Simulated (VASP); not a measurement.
# MgCd2O3 (P-3m1) in VASP: relaxation of cell and atoms with PBE

Aim: the relaxation of cell and atoms of MgCd2O3 with PBE.

Program: VASP 6.6.1. These are calculated values, not measurements. Logs are shortened: lines on timing, memory, paths and dates and some standing lists are left out, and cuts for length are marked.

**1. The cell of the first run**

It takes space group P-3m1 (No. 164, trigonal). The conventional cell has a = 3.237 Å, b = 3.237 Å, c = 8.090 Å, α = 90.00°, β = 90.00°, γ = 120.00°. Mg (site symmetry -3m) has 6 O at 2.19 Å within 2.9 Å. Within 3.5 Å of Cd (site symmetry 3m) lie 6 O at 2.35 to 2.38 Å and 3 Mg at 3.21 Å and 9 Cd at 3.24 to 3.42 Å. Within 3.0 Å of O (site symmetry 3m) lie 3 Mg at 2.19 Å and 3 Cd at 2.38 Å and 3 O at 2.96 Å. Within 3.1 Å of O (site symmetry -3m) lie 6 Cd at 2.35 Å.

**2. Relaxation of cell and atoms, PBE**

The input, INCAR:

```
ALGO     = Normal         # electronic algorithm
EDIFF    = 1E-6           # SCF threshold, eV
EDIFFG   = -0.01          # ionic threshold
ENCUT    = 600            # plane-wave cutoff, eV
GGA      = PE             # functional
IBRION   = 2              # ionic algorithm
ISIF     = 3              # what is computed and relaxed
ISMEAR   = 0              # smearing method
LASPH    = T              # aspherical terms in the spheres
LCHARG   = F              # write CHGCAR
LREAL    = F              # projectors in reciprocal space
LWAVE    = F              # write WAVECAR
NELM     = 100            # most SCF steps
NSW      = 100            # ionic steps
PREC     = Accurate       # precision mode
SIGMA    = 0.02           # smearing width, eV
```

The input, KPOINTS:

```
k-points
0
Gamma
  12 12 4
```

The input, POSCAR:

```
MgCd2O3
1.0
    3.2369686677      0.0000000000      0.0000000000
   -1.6184843338      2.8032970975      0.0000000000
    0.0000000000      0.0000000000      8.0904964247
Mg Cd O
1 2 3
Direct
    0.0000000000      0.0000000000      0.0000000000
    0.6666666667      0.3333333333      0.3231071230
    0.3333333333      0.6666666667      0.6768928770
    0.6666666667      0.3333333333      0.8581769396
    0.3333333333      0.6666666667      0.1418230604
    0.0000000000      0.0000000000      0.5000000000
```

Potentials or basis: VASP PAW PBE potentials, release 64 (Mg, Cd, O).

The run is started by

```sh
cat potpaw_PBE.64/Mg/POTCAR potpaw_PBE.64/Cd/POTCAR potpaw_PBE.64/O/POTCAR > POTCAR
mpirun -np 1 vasp_std > vasp.out
```

OUTCAR:

```text
EDIFF = 1E-6
   EDIFFG = -0.01
   ENCUT = 600
   GGA = PE
   IBRION = 2
   ISIF = 3
   ISMEAR = 0
   LASPH = T
   LREAL = F
   NELM = 100
   NSW = 100
   PREC = Accurate

 ion  position               nearest neighbor table
   1  0.000  0.000  0.000-   4 2.19   5 2.19   5 2.19   4 2.19   4 2.19   5 2.19   2 3.21   3 3.21
                             3 3.21   2 3.21   3 3.21   2 3.21
   2  0.667  0.333  0.323-   6 2.35   6 2.35   6 2.35   5 2.38   5 2.38   5 2.38   1 3.21   1 3.21
                             1 3.21   3 3.42   3 3.42   3 3.42
   3  0.333  0.667  0.677-   6 2.35   6 2.35   6 2.35   4 2.38   4 2.38   4 2.38   1 3.21   1 3.21
                             1 3.21   2 3.42   2 3.42   2 3.42
   4  0.667  0.333  0.858-   1 2.19   1 2.19   1 2.19   3 2.38   3 2.38   3 2.38
   5  0.333  0.667  0.142-   1 2.19   1 2.19   1 2.19   2 2.38   2 2.38   2 2.38
   6  0.000  0.000  0.500-   2 2.35   3 2.35   3 2.35   2 2.35   2 2.35   3 2.35

  LATTYP: Found a hexagonal cell.
 ALAT       =     3.2369686677
 C/A-ratio  =     2.4994052323

  Lattice vectors:

 A1 = (   3.2369686677,   0.0000000000,   0.0000000000)
 A2 = (  -1.6184843338,   2.8032970975,   0.0000000000)
 A3 = (   0.0000000000,   0.0000000000,   8.0904964247)

Analysis of symmetry for initial positions (statically):
=====================================================================
 Subroutine PRICEL returns:
 Original cell was already a primitive cell.

 Routine SETGRP: Setting up the symmetry group for a
 hexagonal supercell.

 Subroutine GETGRP returns: Found 12 space group operations
 (whereof 12 operations were pure point group operations)
 out of a pool of 24 trial point group operations.

The static configuration has the point symmetry D_3d.

Analysis of symmetry for dynamics (positions and initial velocities):
=====================================================================
 Subroutine PRICEL returns:
 Original cell was already a primitive cell.

 Routine SETGRP: Setting up the symmetry group for a
 hexagonal supercell.

 Subroutine GETGRP returns: Found 12 space group operations
 (whereof 12 operations were pure point group operations)
 out of a pool of 24 trial point group operations.

The dynamic configuration has the point symmetry D_3d.

 Subroutine INISYM returns: Found 12 space group operations
 (whereof 12 operations are pure point group operations),
 and found     1 'primitive' translations

----------------------------------------------------------------------------------------

                                     Primitive cell

  volume of cell :      73.4147

  direct lattice vectors                    reciprocal lattice vectors
     3.236968668  0.000000000  0.000000000     0.308931010  0.178361402  0.000000000
    -1.618484334  2.803297097  0.000000000     0.000000000  0.356722804  0.000000000
     0.000000000  0.000000000  8.090496425     0.000000000  0.000000000  0.123601810

  length of vectors
     3.236968668  3.236968668  8.090496425     0.356722804  0.356722804  0.123601810

  position of ions in fractional coordinates (direct lattice)
     0.000000000  0.000000000  0.000000000
     0.666666667  0.333333333  0.323107123
     0.333333333  0.666666667  0.676892877
     0.666666667  0.333333333  0.858176940
     0.333333333  0.666666667  0.141823060
     0.000000000  0.000000000  0.500000000

  ion indices of the primitive-cell ions
   primitive index   ion index
                 1           1
                 2           2
                 3           3
                 4           4
                 5           5
                 6           6

----------------------------------------------------------------------------------------

 KPOINTS: k-points

Automatic generation of k-mesh.
 Grid dimensions read from file:
 generate k-points for:   12   12    4

 Generating k-lattice:

  Cartesian coordinates                     Fractional coordinates (reciprocal lattice)
     0.025744251  0.014863450  0.000000000     0.083333333  0.000000000  0.000000000
     0.000000000  0.029726900  0.000000000     0.000000000  0.083333333  0.000000000
     0.000000000  0.000000000  0.030900452     0.000000000  0.000000000  0.250000000

  Length of vectors
     0.029726900  0.029726900  0.030900452

  Shift w.r.t. Gamma in fractional coordinates (k-lattice)
     0.000000000  0.000000000  0.000000000

 Subroutine IBZKPT returns following result:
 ===========================================

 Found     69 irreducible k-points:

 Following reciprocal coordinates:
            Coordinates               Weight
  0.000000  0.000000  0.000000      1.000000
  0.083333 -0.000000  0.000000      6.000000
  0.166667 -0.000000  0.000000      6.000000
  0.250000 -0.000000  0.000000      6.000000
  0.333333 -0.000000  0.000000      6.000000
  0.416667 -0.000000  0.000000      6.000000
[... 16 lines left out ...]
  0.166667 -0.000000  0.250000      6.000000
  0.000000  0.166667  0.250000      6.000000
 [... further k-points ...]
   k-points           NKPTS =     69   k-points in BZ     NKDIM =     69   number of bands    NBANDS=     26
   number of dos      NEDOS =    301   number of ions     NIONS =      6
   total plane-waves  NPLWV =  54880
   dimension x,y,z NGX =    28 NGY =   28 NGZ =   70
   dimension x,y,z NGXF=    56 NGYF=   56 NGZF=  140
   ions per type =               1   2   3
   NGX,Y,Z   is equivalent  to a cutoff of  14.38, 14.38, 14.38 a.u.
   NGXF,Y,Z  is equivalent  to a cutoff of  28.76, 28.76, 28.77 a.u.
 SYSTEM =  unknown system
   PREC   = accura    normal or accurate (medium, high low for compatibility)
   ISTART =      0    job   : 0-new  1-cont  2-samecut
   ICHARG =      2    charge: 1-file 2-atom 10-const
   ISPIN  =      1    spin polarized calculation?
   LNONCOLLINEAR =      F non collinear calculations
   LSORBIT =      F    spin-orbit coupling
   LASPH  =      T    aspherical Exc in radial PAW
   ENCUT  =  600.0 eV  44.10 Ry    6.64 a.u.   6.47  6.47 16.16*2*pi/ulx,y,z
   NELM   =    100;   NELMIN=  2; NELMDL= -5     # of ELM steps
   EDIFF  = 0.1E-05   stopping-criterion for ELM
   LREAL  =      F    real-space projection
   EDIFFG = -.1E-01   stopping-criterion for IOM
   NSW    =    100    number of steps for IOM
   IBRION =      2    ionic relax: 0-MD 1-quasi-New 2-CG
   NFREE  =      1    steps in history (QN), initial steepest desc. (CG)
   ISIF   =      3    stress and relaxation
   ISYM   =      2    0-nonsym 1-usesym 2-fastsym
   POTIM  = 0.5000    time-step for ionic-motion
   TEBEG  =    0.0;   TEEND  =   0.0 temperature during run
   PSTRESS=    0.0 pullay stress
   NELECT =      44.0000    total number of electrons
   NUPDOWN=      -1.0000    fix difference up-down
   EMIN   =  10.00;   EMAX   =-10.00  energy-range for DOS
   EFERMI =   0.00;   METHOD = LEGACY
   ISMEAR =     0;   SIGMA  =   0.02  broadening in eV -4-tet -1-fermi 0-gaus
   EFERMI_NEDOS =   21; number of points for ismear=-14 and -15
   IALGO  =     38    algorithm
   IMIX   =      4    mixing-type and parameters
     AMIX     =   0.40;   BMIX     =  1.00
     AMIX_MAG =   1.60;   BMIX_MAG =  1.00
  volume/ion in A,a.u.               =      12.24        82.57
  Fermi-wavevector in a.u.,A,eV,Ry     =   1.380272  2.608337 25.921164  1.905152
  Thomas-Fermi vector in A             =   2.505165
   LORBIT       =      0    0 simple, 1 ext, 2 COOP (PROOUT), +10 PAW based schemes
   GGA     = PE    functional components
   LHFCALC =     F    Hartree Fock is set to
   AEXX    =    0.0000 exact exchange contribution
   IVDW    =     0    specifies the selected vdW correction
   LEPSILON=     F    determine dielectric tensor
   LRPA    =     F    only Hartree local field effects (RPA)
 conjugate gradient relaxation of ions
 non-spin polarized calculation
 Gauss-broadening in eV      SIGMA  =   0.02
  energy-cutoff  :      600.00
  volume of cell :       73.41
 maximum number of plane-waves:      2505
 NGX is ok and might be reduce to    28
   NGX = 13   NGY = 13   NGZ = 33

--------------------------------------- Ionic step        1  -------------------------------------------

 number of electron      43.9999998 magnetization

 Free energy of the ion-electron system (eV)
  ---------------------------------------------------
  ext. energy  EPLUGINS =         0.00000000
  ---------------------------------------------------
  free energy    TOTEN  =       -27.07099886 eV

  energy without entropy =      -27.07099886  energy(sigma->0) =      -27.07099886

------------------------ aborting loop because EDIFF is reached ----------------------------------------

  FORCE on cell =-STRESS in cart. coord.  units (eV):
  Direction    XX          YY          ZZ          XY          YZ          ZX
  --------------------------------------------------------------------------------------
  -------------------------------------------------------------------------------------
  Total        0.2889470      0.2889470      0.3280709      0.0000000      0.0000000     -0.0000000
  in kB        6.3058848      6.3058848      7.1597105      0.0000000      0.0000000     -0.0000000
  external PRESSURE =       6.5904933 kB  Pullay stress =       0.0000000 kB
[... 185 lines left out ...]
  energy  without entropy=      -27.0735370578  energy(sigma->0) =      -27.07353706

--------------------------------------- Ionic step        6  -------------------------------------------

 number of electron      43.9999998 magnetization

 Free energy of the ion-electron system (eV)
  ---------------------------------------------------
  ext. energy  EPLUGINS =         0.00000000
  ---------------------------------------------------
  free energy    TOTEN  =       -27.07360047 eV

  energy without entropy =      -27.07360047  energy(sigma->0) =      -27.07360047

 E-fermi :   2.1267     XC(G=0): -11.3082

 val. band max:        1.9957637091   @ k =   0.5000  -0.0000   0.5000
 cond. band min:       2.5642065540   @ k =   0.0000   0.0000   0.0000
 fundamental gap:      0.5684428449
 Fermi energy:         2.1266677883

 k-point     1 :       0.0000    0.0000    0.0000
  band No.  band energies     occupation
      1     -15.0372      2.00000
      2     -14.5874      2.00000
      3     -14.2009      2.00000
      4      -5.1640      2.00000
      5      -4.8807      2.00000
      6      -4.8807      2.00000
[... 685 lines left out ...]
     25       8.2900      0.00000
     26      10.7789      0.00000

 [... further k-points ...]

------------------------ aborting loop because EDIFF is reached ----------------------------------------

  FORCE on cell =-STRESS in cart. coord.  units (eV):
  Direction    XX          YY          ZZ          XY          YZ          ZX
  --------------------------------------------------------------------------------------
  -------------------------------------------------------------------------------------
  Total       -0.0045924     -0.0045924      0.0063291     -0.0000000      0.0000000     -0.0000000
  in kB       -0.0997888     -0.0997888      0.1375275     -0.0000000      0.0000000     -0.0000000
  external PRESSURE =      -0.0206834 kB  Pullay stress =       0.0000000 kB
[... 21 lines left out ...]
  FREE ENERGIE OF THE ION-ELECTRON SYSTEM (eV)
  ---------------------------------------------------
  free  energy   TOTEN  =       -27.0736004720 eV

  energy  without entropy=      -27.0736004720  energy(sigma->0) =      -27.07360047

 reached required accuracy - stopping structural energy minimisation
```

Wall time 3.8 min (1 thread of Intel Xeon 6975P-C (Granite Rapids), shared host); peak memory 0.34 GiB.

Results:

```yaml
Free_energy: -27.0736 eV
Relaxed_volume: 12.29 Å³/atom
Relaxed_cell: a = 3.241 Å, b = 3.241 Å, c = 8.107 Å, α = 90.00°, β = 90.00°, γ = 120.00°
Space_group_after_relaxing_to_0.1_Å: P-3m1 (No. 164)
Energy_gained_by_relaxing: 0.4 meV/atom
Ionic_steps: 6
Pressure_after_relaxing: 0.0 GPa
Band_gap_on_the_k_mesh: 0.57 eV
```

Step by step:
| step | energy change (eV) | largest force (eV/Å) | pressure (GPa) | volume (Å³) |
| --- | --- | --- | --- | --- |
| 1 | 0.0000 | 0.1547 | 0.66 | 73.41 |
| 2 | -0.0020 | 0.0386 | -0.35 | 73.95 |
| 3 | -0.0021 | 0.0518 | -0.22 | 73.89 |
| 4 | -0.0025 | 0.0295 | -0.06 | 73.78 |
| 5 | -0.0025 | 0.0298 | 0.05 | 73.71 |
| 6 | -0.0026 | 0.0011 | 0.00 | 73.73 |

Final structure:
```yaml
crystal:
  lattice:
    - [3.24063, 0.00000, 0.00000]
    - [-1.62031, 2.80646, 0.00000]
    - [0.00000, 0.00000, 8.10731]
  atoms:
    - { symbol: Mg, position: [0.00000, 0.00000, 0.00000] }
    - { symbol: Cd, position: [0.66667, 0.33333, 0.32274] }
    - { symbol: Cd, position: [0.33333, 0.66667, 0.67726] }
    - { symbol: O, position: [0.66667, 0.33333, 0.85975] }
    - { symbol: O, position: [0.33333, 0.66667, 0.14025] }
    - { symbol: O, position: [0.00000, 0.00000, 0.50000] }
```
